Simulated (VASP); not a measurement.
# Si3N4 (P6_3/m) in VASP: single point with r2SCAN

Aim: the single point of Si3N4 with r2SCAN.

Everything below comes from runs of VASP 6.6.1. Logs are shortened: lines on timing, memory, paths and dates and some standing lists are left out, and cuts for length are marked.

### Step 1. The cell of the first run

It takes space group P6_3/m (No. 176, hexagonal). The conventional cell has a = 7.606 Å, b = 7.606 Å, c = 2.906 Å, α = 90.00°, β = 90.00°, γ = 120.00°. Si (site symmetry m) has 4 N at 1.73 to 1.74 Å within 2.3 Å. Within 2.3 Å of N (site symmetry m) lie 3 Si at 1.73 to 1.74 Å. Within 2.3 Å of N (site symmetry -6) lie 3 Si at 1.73 Å.

### Step 2. Single point, r2SCAN

POSCAR

```
Si3N4
1.0
    7.6056354761      0.0000000000      0.0000000000
   -3.8028177380      6.5866735342      0.0000000000
    0.0000000000      0.0000000000      2.9056594875
Si N
6 8
Direct
    0.7693834470      0.1754259185      0.2500000000
    0.5939575286      0.7693834470      0.7500000000
    0.8245740815      0.5939575286      0.2500000000
    0.2306165530      0.8245740815      0.7500000000
    0.4060424714      0.2306165530      0.2500000000
    0.1754259185      0.4060424714      0.7500000000
    0.0312571201      0.3303147533      0.2500000000
    0.7009423668      0.0312571201      0.7500000000
    0.6696852467      0.7009423668      0.2500000000
    0.9687428799      0.6696852467      0.7500000000
    0.2990576332      0.9687428799      0.2500000000
    0.3303147533      0.2990576332      0.7500000000
    0.6666666667      0.3333333333      0.2500000000
    0.3333333333      0.6666666667      0.7500000000
```

INCAR.step1

```
SYSTEM = Si3N4
PREC = Accurate
ENCUT = 520
ISMEAR = 0
SIGMA = 0.01
LREAL = .False.
LASPH = .True.
NELM = 80
NBANDS = 45
GGA = PE
ALGO = Normal
EDIFF = 1E-4
LWAVE = .True.
LCHARG = .False.
```

INCAR.step2

```
SYSTEM = Si3N4
PREC = Accurate
ENCUT = 520
EDIFF = 1E-6
ISMEAR = 0
SIGMA = 0.01
LREAL = .False.
LASPH = .True.
NELM = 80
ALGO = Normal
ISIF = 2
LWAVE = .False.
LCHARG = .True.
METAGGA = R2SCAN
LMIXTAU = .True.
LELF = .True.
LVHAR = .True.
NBANDS = 45
ISTART = 1
```

KPOINTS

```
Automatic mesh
0
Gamma
  6 6 8
  0 0 0
```

Potentials or basis: VASP PAW PBE potentials, release 64 (Si, N).

Command:

```bash
> cat potpaw_PBE.64/Si/POTCAR potpaw_PBE.64/N/POTCAR > POTCAR
> cp INCAR.step1 INCAR
> mpirun -np 1 vasp_std > vasp.out
> cp INCAR.step2 INCAR
> mpirun -np 1 vasp_std > vasp.out
```

OUTCAR:

```text
SYSTEM = Si3N4
   PREC = Accurate
   ENCUT = 520
   EDIFF = 1E-6
   ISMEAR = 0
   LREAL = .False.
   LASPH = .True.
   NELM = 80
   ISIF = 2
   METAGGA = R2SCAN
   ISTART = 1

 ion  position               nearest neighbor table
   1  0.769  0.175  0.250-  13 1.73   7 1.73   8 1.74   8 1.74   3 3.00   5 3.00   6 3.05   6 3.05
                             2 3.05   2 3.05
   2  0.594  0.769  0.750-  14 1.73   8 1.73   9 1.74   9 1.74   4 3.00   6 3.00   3 3.05   3 3.05
                             1 3.05   1 3.05
   3  0.825  0.594  0.250-  13 1.73   9 1.73  10 1.74  10 1.74   1 3.00   5 3.00   2 3.05   2 3.05
                             4 3.05   4 3.05
   4  0.231  0.825  0.750-  14 1.73  10 1.73  11 1.74  11 1.74   6 3.00   2 3.00   3 3.05   3 3.05
                             5 3.05   5 3.05
   5  0.406  0.231  0.250-  13 1.73  11 1.73  12 1.74  12 1.74   1 3.00   3 3.00   6 3.05   6 3.05
                             4 3.05   4 3.05
   6  0.175  0.406  0.750-  14 1.73  12 1.73   7 1.74   7 1.74   4 3.00   2 3.00   5 3.05   5 3.05
                             1 3.05   1 3.05
   7  0.031  0.330  0.250-   1 1.73   6 1.74   6 1.74
   8  0.701  0.031  0.750-   2 1.73   1 1.74   1 1.74
   9  0.670  0.701  0.250-   3 1.73   2 1.74   2 1.74
  10  0.969  0.670  0.750-   4 1.73   3 1.74   3 1.74
  11  0.299  0.969  0.250-   5 1.73   4 1.74   4 1.74
  12  0.330  0.299  0.750-   6 1.73   5 1.74   5 1.74
  13  0.667  0.333  0.250-   1 1.73   3 1.73   5 1.73
  14  0.333  0.667  0.750-   4 1.73   6 1.73   2 1.73

  LATTYP: Found a hexagonal cell.
 ALAT       =     7.6056354761
 C/A-ratio  =     0.3820403300

  Lattice vectors:

 A1 = (   7.6056354761,   0.0000000000,   0.0000000000)
 A2 = (  -3.8028177380,   6.5866735342,   0.0000000000)
 A3 = (   0.0000000000,   0.0000000000,   2.9056594875)

Analysis of symmetry for initial positions (statically):
=====================================================================
 Subroutine PRICEL returns:
 Original cell was already a primitive cell.

 Routine SETGRP: Setting up the symmetry group for a
 hexagonal supercell.

 Subroutine GETGRP returns: Found 12 space group operations
 (whereof  6 operations were pure point group operations)
 out of a pool of 24 trial point group operations.

The static configuration has the point symmetry S_6 .
 The point group associated with its full space group is C_6h.

Analysis of symmetry for dynamics (positions and initial velocities):
=====================================================================
 Subroutine PRICEL returns:
 Original cell was already a primitive cell.

 Routine SETGRP: Setting up the symmetry group for a
 hexagonal supercell.

 Subroutine GETGRP returns: Found 12 space group operations
 (whereof  6 operations were pure point group operations)
 out of a pool of 24 trial point group operations.

The dynamic configuration has the point symmetry S_6 .
 The point group associated with its full space group is C_6h.

 Subroutine INISYM returns: Found 12 space group operations
 (whereof  6 operations are pure point group operations),
 and found     1 'primitive' translations

----------------------------------------------------------------------------------------

                                     Primitive cell

  volume of cell :     145.5614

  direct lattice vectors                    reciprocal lattice vectors
     7.605635476  0.000000000  0.000000000     0.131481453  0.075910852  0.000000000
    -3.802817738  6.586673534  0.000000000     0.000000000  0.151821704  0.000000000
     0.000000000  0.000000000  2.905659487     0.000000000  0.000000000  0.344155950

  length of vectors
     7.605635476  7.605635476  2.905659487     0.151821704  0.151821704  0.344155950

  position of ions in fractional coordinates (direct lattice)
     0.769383447  0.175425918  0.250000000
     0.593957529  0.769383447  0.750000000
     0.824574082  0.593957529  0.250000000
     0.230616553  0.824574082  0.750000000
     0.406042471  0.230616553  0.250000000
     0.175425918  0.406042471  0.750000000
     0.031257120  0.330314753  0.250000000
     0.700942367  0.031257120  0.750000000
     0.669685247  0.700942367  0.250000000
[... 35 lines left out ...]
     0.000000000  0.025303617  0.000000000     0.000000000  0.166666667  0.000000000
     0.000000000  0.000000000  0.043019494     0.000000000  0.000000000  0.125000000

  Length of vectors
     0.025303617  0.025303617  0.043019494

  Shift w.r.t. Gamma in fractional coordinates (k-lattice)
     0.000000000  0.000000000  0.000000000

 Subroutine IBZKPT returns following result:
 ===========================================

 Found     40 irreducible k-points:

 Following reciprocal coordinates:
            Coordinates               Weight
  0.000000  0.000000  0.000000      1.000000
  0.166667 -0.000000  0.000000      6.000000
  0.333333 -0.000000  0.000000      6.000000
  0.500000 -0.000000  0.000000      3.000000
  0.166667  0.166667  0.000000      6.000000
  0.333333  0.166667  0.000000      6.000000
[... 16 lines left out ...]
 -0.333333  0.500000 -0.250000     12.000000
  0.333333  0.333333  0.250000      4.000000
 [... further k-points ...]
   k-points           NKPTS =     40   k-points in BZ     NKDIM =     40   number of bands    NBANDS=     45
   number of dos      NEDOS =    301   number of ions     NIONS =     14
   total plane-waves  NPLWV =  86400
   dimension x,y,z NGX =    60 NGY =   60 NGZ =   24
   dimension x,y,z NGXF=   120 NGYF=  120 NGZF=   48
   ions per type =               6   8
   NGX,Y,Z   is equivalent  to a cutoff of  13.11, 13.11, 13.73 a.u.
   NGXF,Y,Z  is equivalent  to a cutoff of  26.23, 26.23, 27.46 a.u.
 SYSTEM =  Si3N4
   PREC   = accura    normal or accurate (medium, high low for compatibility)
   ISTART =      1    job   : 0-new  1-cont  2-samecut
   ICHARG =      0    charge: 1-file 2-atom 10-const
   ISPIN  =      1    spin polarized calculation?
   LNONCOLLINEAR =      F non collinear calculations
   LSORBIT =      F    spin-orbit coupling
   LASPH  =      T    aspherical Exc in radial PAW
   ENCUT  =  520.0 eV  38.22 Ry    6.18 a.u.  14.14 14.14  5.40*2*pi/ulx,y,z
   NELM   =     80;   NELMIN=  2; NELMDL=  0     # of ELM steps
   EDIFF  = 0.1E-05   stopping-criterion for ELM
   LREAL  =      F    real-space projection
   EDIFFG = 0.1E-04   stopping-criterion for IOM
   NSW    =      0    number of steps for IOM
   IBRION =     -1    ionic relax: 0-MD 1-quasi-New 2-CG
   NFREE  =      0    steps in history (QN), initial steepest desc. (CG)
   ISIF   =      2    stress and relaxation
   ISYM   =      2    0-nonsym 1-usesym 2-fastsym
   POTIM  = 0.5000    time-step for ionic-motion
   TEBEG  =    0.0;   TEEND  =   0.0 temperature during run
   PSTRESS=    0.0 pullay stress
   NELECT =      64.0000    total number of electrons
   NUPDOWN=      -1.0000    fix difference up-down
   EMIN   =  10.00;   EMAX   =-10.00  energy-range for DOS
   EFERMI =   0.00;   METHOD = LEGACY
   ISMEAR =     0;   SIGMA  =   0.01  broadening in eV -4-tet -1-fermi 0-gaus
   EFERMI_NEDOS =   21; number of points for ismear=-14 and -15
   IALGO  =     38    algorithm
   IMIX   =      4    mixing-type and parameters
     AMIX     =   0.40;   BMIX     =  1.00
     AMIX_MAG =   1.60;   BMIX_MAG =  1.00
  volume/ion in A,a.u.               =      10.40        70.16
  Fermi-wavevector in a.u.,A,eV,Ry     =   1.244857  2.352438 21.084517  1.549668
  Thomas-Fermi vector in A             =   2.379105
   LORBIT       =      0    0 simple, 1 ext, 2 COOP (PROOUT), +10 PAW based schemes
   METAGGA = R2SCAN    functional components
   LHFCALC =     F    Hartree Fock is set to
   AEXX    =    0.0000 exact exchange contribution
   IVDW    =     0    specifies the selected vdW correction
   LEPSILON=     F    determine dielectric tensor
   LRPA    =     F    only Hartree local field effects (RPA)
 non-spin polarized calculation
 Gauss-broadening in eV      SIGMA  =   0.01
  energy-cutoff  :      520.00
  volume of cell :      145.56
 maximum number of plane-waves:      3965
 NGX is ok and might be reduce to    60
   NGX = 29   NGY = 29   NGZ = 11

 number of electron      63.9999992 magnetization

 Free energy of the ion-electron system (eV)
  ---------------------------------------------------
  ext. energy  EPLUGINS =         0.00000000
  ---------------------------------------------------
  free energy    TOTEN  =      -144.16566279 eV

  energy without entropy =     -144.16566279  energy(sigma->0) =     -144.16566279

 E-fermi :   6.6321     XC(G=0): -11.3719

 val. band max:        6.5165154092   @ k =   0.0000   0.0000   0.1250
 cond. band min:      11.5175995799   @ k =   0.0000   0.0000   0.0000
 fundamental gap:      5.0010841707
 Fermi energy:         6.6320684041

 k-point     1 :       0.0000    0.0000    0.0000
  band No.  band energies     occupation
      1     -12.5842      2.00000
      2     -11.1132      2.00000
      3     -11.1132      2.00000
      4     -10.4559      2.00000
      5     -10.3214      2.00000
      6     -10.3214      2.00000
[... 1117 lines left out ...]
     43      15.6275      0.00000
     44      15.6275      0.00000

 [... further k-points ...]

 [bands above 44 left out]

------------------------ aborting loop because EDIFF is reached ----------------------------------------

  FORCE on cell =-STRESS in cart. coord.  units (eV):
  Direction    XX          YY          ZZ          XY          YZ          ZX
  --------------------------------------------------------------------------------------
  -------------------------------------------------------------------------------------
  Total       -0.1287671     -0.1287671     -0.1722086      0.0000010      0.0000000      0.0000000
  in kB       -1.4173243     -1.4173243     -1.8954791      0.0000107      0.0000000      0.0000000
  external PRESSURE =      -1.5767092 kB  Pullay stress =       0.0000000 kB

 VOLUME and BASIS-vectors are now :
 -----------------------------------------------------------------------------
  energy-cutoff  :      520.00
  volume of cell :      145.56
      direct lattice vectors                 reciprocal lattice vectors
     7.605635476  0.000000000  0.000000000     0.131481453  0.075910852  0.000000000
    -3.802817738  6.586673534  0.000000000     0.000000000  0.151821704  0.000000000
     0.000000000  0.000000000  2.905659487     0.000000000  0.000000000  0.344155950

 POSITION                                       TOTAL-FORCE (eV/Angst)
 -----------------------------------------------------------------------------------
      5.18454      1.15547      0.72641         0.001622     -0.000067     -0.000000
      1.59160      5.06768      2.17924         0.000869      0.001371     -0.000000
      4.01270      3.91220      0.72641        -0.000753      0.001438      0.000000
     -1.38172      5.43120      2.17924        -0.001622      0.000067     -0.000000
      2.21122      1.51900      0.72641        -0.000869     -0.001371      0.000000
     -0.20988      2.67447      2.17924         0.000753     -0.001438     -0.000000
     -1.01840      2.17568      0.72641        -0.000268     -0.001506     -0.000000
      5.21225      0.20588      2.17924         0.001170     -0.000985      0.000000
      2.42783      4.61688      0.72641         0.001438      0.000521      0.000000
      4.82121      4.41100      2.17924         0.000268      0.001506      0.000000
     -1.40943      6.38079      0.72641        -0.001170      0.000985     -0.000000
      1.37499      1.96979      2.17924        -0.001438     -0.000521      0.000000
      3.80282      2.19556      0.72641         0.000000     -0.000000      0.000000
     -0.00000      4.39112      2.17924         0.000000     -0.000000     -0.000000
 -----------------------------------------------------------------------------------
    total drift:                               -0.000001      0.000000     -0.000000

  FREE ENERGIE OF THE ION-ELECTRON SYSTEM (eV)
  ---------------------------------------------------
  free  energy   TOTEN  =      -144.1656627874 eV

  energy  without entropy=     -144.1656627874  energy(sigma->0) =     -144.16566279
```

Wall time 18 min (1 thread of AMD EPYC 9R45 (Zen 5), shared host); peak memory 0.38 GiB.

Results:

| Property | Result |
| --- | --- |
| Free energy | -144.1657 eV |
| Pressure | -0.2 GPa |
| Band gap on the k mesh | 5.00 eV, indirect (least direct gap 5.20 eV) |

Levels at points of the mesh, in eV from the valence-band top:
| k point | band 30 | band 31 | band 32 | band 33 | band 34 | band 35 |
| --- | --- | --- | --- | --- | --- | --- |
| (0.00, 0.00, 0.00) | -0.46 | -0.40 | -0.19 | 5.00 | 5.28 | 5.57 |
| (0.50, 0.00, 0.00) | -0.80 | -0.33 | -0.25 | 5.27 | 5.39 | 5.57 |
| (0.00, 0.00, 0.50) | -1.67 | -1.35 | -1.35 | 5.35 | 5.35 | 5.35 |
| (0.50, 0.00, 0.50) | -1.55 | -1.07 | -1.07 | 5.45 | 5.45 | 6.52 |

Caveat: the PAW data sets were made with another functional, which shifts forces and pressure a little.
